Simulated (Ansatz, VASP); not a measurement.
# TiAl in VASP and in Ansatz

File INCAR:

```
PREC = Accurate
ENCUT = 520
EDIFF = 1E-6
ISMEAR = 0
SIGMA = 0.15
LREAL = False
LASPH = True
NELM = 100
ALGO = Fast
ISIF = 2
LWAVE = False
LCHARG = False
GGA = PS
NBANDS = 14
```

Contents of KPOINTS:

```
Automatic mesh
0
Gamma
  14 14 14
```

Contents of POSCAR:

```
TiAl
1.0
    3.0402471496      0.0000000000      0.0000000000
    0.0000000000      3.5032433677      0.0000000000
    0.0000000000      0.0000000000      3.1560751060
Ti Al
1 1
Direct
    0.0000000000      0.0000000000      0.0000000000
    0.5000000000      0.5000000000      0.5000000000
```

Input for Ansatz:

```yaml
crystal:
  lattice:
    - [3.0402471496, 0.0, 0.0]
    - [0.0, 3.5032433677, 0.0]
    - [0.0, 0.0, 3.156075106]
  atoms:
    - { symbol: Ti, position: [0.0, 0.0, 0.0] }
    - { symbol: Al, position: [0.5, 0.5, 0.5] }
basis:
  ecutwfc: 520.0
kpoints:
  mp_grid: { grid: [14, 14, 14] }
hamiltonian:
  xc: pbesol
  pseudopotentials: { kind: paw, azcp: { folder: soft_1 } }
scf:
  occupations: { method: gaussian, width: 0.15 }
output:
  forces: true
  stress: true
  eigenvalues: true
```

Change from the starting cell: normal strain along x -0.0367, normal strain along y +0.1100.

Alike in both runs: task single point; functional PBEsol; k mesh 14 × 14 × 14; occupations gaussian, width 0.15 eV; no spin polarisation.

```csv
,VASP,Ansatz
version,VASP 6.6.1,Ansatz 0.2.0
potentials or method,"VASP PAW PBE potentials, release 64 (Ti_sv, Al), cutoff 520 eV","scalar-relativistic, plane waves, PAW"
valence electrons in the cell,15,15
```

|  | VASP | Ansatz | Ansatz less VASP |
| --- | --- | --- | --- |
| gap on the k mesh at the Fermi level (eV) | none | none | - |
| pressure (GPa) | -6.7 | -6.8 | -0.07 |
| traceless stress, the component that is largest in VASP (GPa) | 5.11 | 5.12 | +0.007 |

VASP's potentials were made for PBE, not for PBEsol, and Ansatz warns of the same on its side. A gap of «none» marks a metal or a gap that the smearing closes. With one functional, cell and mesh, what is left measures potentials, basis and numerics.
